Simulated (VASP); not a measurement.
# InB2As3: relaxation of cell and atoms with PBE

Crystal: InB2As3.

```
CELL_PARAMETERS angstrom
4.40047 0.00000 0.00000
-2.20024 3.81092 0.00000
0.00000 0.00000 7.36288
ATOMIC_POSITIONS crystal
In 0.00000 0.00000 0.00000
B 0.00000 0.00000 0.63775
B 0.00000 0.00000 0.36225
As 0.50000 0.00000 0.50000
As 0.00000 0.50000 0.50000
As 0.50000 0.50000 0.50000
```

| Property | Result |
| --- | --- |
| Program | VASP 6.6.1 |
| Task | relaxation of cell and atoms |
| Functional | PBE |
| Potentials or basis | VASP PAW PBE potentials, release 64 (In_d, B, As) |
| Cutoff | 600 eV |
| k mesh | 6 × 6 × 4 |
| Occupations | gaussian, width 0.1 eV |
| Spin | no spin polarisation |
| Dipole correction | no |
| Further INCAR settings | ALGO = Normal; EDIFF = 1e-06; IBRION = 2; EDIFFG = -0.04; NSW = 90; ISIF = 3 |

- Relaxed volume: 24.32 Å³/atom
- Relaxed cell: a = 5.388 Å, b = 5.388 Å, c = 5.804 Å, α = 90.00°, β = 90.00°, γ = 120.00°
- Space group after relaxing (to 0.05 Å): P6/mmm (No. 191)
- Energy gained by relaxing: 1280.1 meV/atom
- Ionic steps: 12
- Pressure after relaxing: 0.0 GPa
- Largest force after relaxing: 0.011 eV/Å
- Band gap on the k mesh: zero (band 17 reaches 3.84 eV, above the bottom of band 18 at 2.66 eV)

Forces on the atoms (eV/Å):
```
In   0.000  0.000  0.000
B    0.000  0.000  0.011
B    0.000  0.000 -0.011
As   0.000  0.000  0.000
As   0.000  0.000  0.000
As   0.000  0.000  0.000
```

Stress tensor (GPa, compression positive):
```
-0.12  0.00  0.00
 0.00 -0.12  0.00
 0.00  0.00  0.21
```

Step by step:
```
step  energy change (eV)  largest force (eV/Å)  pressure (GPa)  volume (Å³)
   1              0.0000                0.0337           30.13       123.47
   2             -5.2545                2.0688           -7.99       199.68
   3             -5.8100                1.5391           -3.30       169.50
   4             -5.8261                1.7150           -4.06       173.03
   5             -6.9635                0.4998           -3.36       160.73
   6             -7.1495                2.9954           -1.84       155.75
   7             -7.5927                2.3262            1.35       144.45
   8             -7.5940                2.3833            1.18       144.80
   9             -7.5520                2.4927           -0.72       146.82
  10             -7.6777                0.0959            0.14       145.66
  11             -7.6777                0.0527            0.16       145.64
  12             -7.6806                0.0106           -0.01       145.93
```

Final structure:
```
CELL_PARAMETERS angstrom
5.38816 0.00000 0.00000
-2.69408 4.66628 0.00000
0.00000 0.00000 5.80422
ATOMIC_POSITIONS crystal
In 0.00000 0.00000 0.00000
B 0.00000 0.00000 0.63541
B 0.00000 0.00000 0.36459
As 0.50000 0.00000 0.50000
As 0.00000 0.50000 0.50000
As 0.50000 0.50000 0.50000
```

Levels at points of the mesh, in eV from the Fermi level:
| k point | band 15 | band 16 | band 17 | band 18 | band 19 | band 20 |
| --- | --- | --- | --- | --- | --- | --- |
| (0.00, 0.00, 0.00) | -1.72 | 0.55 | 0.55 | 1.93 | 2.12 | 2.12 |
| (0.50, 0.00, 0.00) | -1.51 | -0.77 | -0.63 | -0.28 | 0.24 | 0.87 |
| (0.00, 0.00, 0.50) | -2.42 | 0.17 | 0.17 | 0.35 | 0.35 | 1.79 |
| (0.50, 0.00, 0.50) | -1.20 | -1.19 | -1.10 | -0.62 | 0.61 | 0.94 |

It took 11 min on 1 thread of Intel(R) Xeon(R) Platinum 8259CL CPU @ 2.50GHz (Skylake/Cascade Lake), on a shared host, peak memory 0.32 GiB.

Caveat: the volume moved by over 15 % at a fixed basis, so the end points are rough; spin-orbit coupling is left out, which moves the levels of the heavy elements.
